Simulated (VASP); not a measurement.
Here is a VASP 6.6.1 calculation.

The input INCAR:

```
  PREC = Accurate
  ENCUT = 600
  EDIFF = 1E-7
  ISMEAR = 0
  SIGMA = 0.1
  LREAL = F
  LASPH = T
  NELM = 120
  ALGO = Normal
  ISIF = 3
  LWAVE = F
  LCHARG = F
  GGA = PE
  IBRION = 2
  NSW = 100
  EDIFFG = -0.01
  GGA_COMPAT = F
  NELMIN = 4
```

The input KPOINTS:

```
regular mesh
0
Gamma
  12 12 2
```

Contents of POSCAR:

```
Hf2ScO2
1.0
    3.1895762654      0.0000000000      0.0000000000
   -1.5947881327      2.7622540731      0.0000000000
    0.0000000000      0.0000000000     15.7943841789
Hf Sc O
4 2 4
Direct
    0.6666666667      0.3333333333      0.4225826184
    0.6666666667      0.3333333333      0.0774173816
    0.3333333333      0.6666666667      0.9225826184
    0.3333333333      0.6666666667      0.5774173816
    0.3333333333      0.6666666667      0.2500000000
    0.6666666667      0.3333333333      0.7500000000
    0.0000000000      0.0000000000      0.3358068642
    0.0000000000      0.0000000000      0.1641931358
    0.0000000000      0.0000000000      0.8358068642
    0.0000000000      0.0000000000      0.6641931358
```

Potentials or basis: VASP PAW PBE potentials, release 64 (Hf_pv, Sc_sv, O).

Command:

```bash
$ cat potpaw_PBE.64/Hf_pv/POTCAR potpaw_PBE.64/Sc_sv/POTCAR potpaw_PBE.64/O/POTCAR > POTCAR
$ mpirun -np 1 vasp_std > vasp.out
```

Question: Estimate the space group after relaxing (to 0.1 Å).

Answer: P6_3/mmc (No. 194).

Question: What does it give for the relaxed cell?

Answer: a = 3.186 Å, b = 3.186 Å, c = 15.732 Å, α = 90.00°, β = 90.00°, γ = 120.00°.

Question: Predict the relaxed volume.

Answer: 13.83 Å³/atom.

Final structure:
```
Hf Sc O
1.0
     3.18626    0.00000    0.00000
    -1.59313    2.75938    0.00000
     0.00000    0.00000   15.73248
Hf Sc O
4 2 4
Direct
  0.66667 0.33333 0.42247
  0.66667 0.33333 0.07753
  0.33333 0.66667 0.92247
  0.33333 0.66667 0.57753
  0.33333 0.66667 0.25000
  0.66667 0.33333 0.75000
  0.00000 0.00000 0.33604
  0.00000 0.00000 0.16396
  0.00000 0.00000 0.83604
  0.00000 0.00000 0.66396
```

Caveat: the cell differs from its parent crystal (with an interstitial atom).
